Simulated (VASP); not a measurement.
The system is Cd3O.

```
CELL_PARAMETERS angstrom
-2.07179 2.07179 4.62790
2.07179 -2.07179 4.62790
2.07179 2.07179 -4.62790
ATOMIC_POSITIONS crystal
Cd 0.50000 0.50000 0.00000
Cd 0.25000 0.75000 0.50000
Cd 0.75000 0.25000 0.50000
O 0.00000 0.00000 0.00000
```

| Item | Value |
| --- | --- |
| Program | VASP 6.6.1 |
| Task | relaxation of cell and atoms |
| Functional | PBE |
| Potentials or basis | VASP PAW PBE potentials, release 64 (Cd_sv_GW, O) |
| Cutoff | 600 eV |
| k mesh | 6 × 6 × 6 |
| Occupations | gaussian, width 0.1 eV |
| Spin | no spin polarisation |

At the start: pressure -5.5 GPa; volume 19.86 Å³/atom.

Problem. How do energy, volume and symmetry change on relaxing?

Solution. Over 10 steps the energy falls by 40.3 meV/atom and the volume is 18.13 Å³/atom (-8.7 %); space group I4/mmm (No. 139, to 0.1 Å) before and after.

Step by step:
| step | energy change (eV) | largest force (eV/Å) | pressure (GPa) | volume (Å³) |
| --- | --- | --- | --- | --- |
| 1 | 0.0000 | 0.0000 | -5.54 | 79.46 |
| 2 | -0.1404 | 0.0000 | 0.38 | 71.81 |
| 3 | -0.1407 | 0.0000 | 0.07 | 72.12 |
| 4 | -0.1432 | 0.0000 | 0.06 | 72.12 |
| 5 | -0.1498 | 0.0000 | 0.08 | 72.12 |
| 6 | -0.1589 | 0.0000 | 0.27 | 72.07 |
| 7 | -0.1482 | 0.0000 | 1.34 | 71.74 |
| 8 | -0.1603 | 0.0000 | 0.43 | 72.01 |
| 9 | -0.1570 | 0.0000 | -1.13 | 73.70 |
| 10 | -0.1610 | 0.0000 | -0.05 | 72.51 |

Final structure:
```
CELL_PARAMETERS angstrom
-1.94725 1.94725 4.78060
1.94725 -1.94725 4.78060
1.94725 1.94725 -4.78060
ATOMIC_POSITIONS crystal
Cd 0.50000 0.50000 0.00000
Cd 0.25000 0.75000 0.50000
Cd 0.75000 0.25000 0.50000
O 0.00000 0.00000 0.00000
```
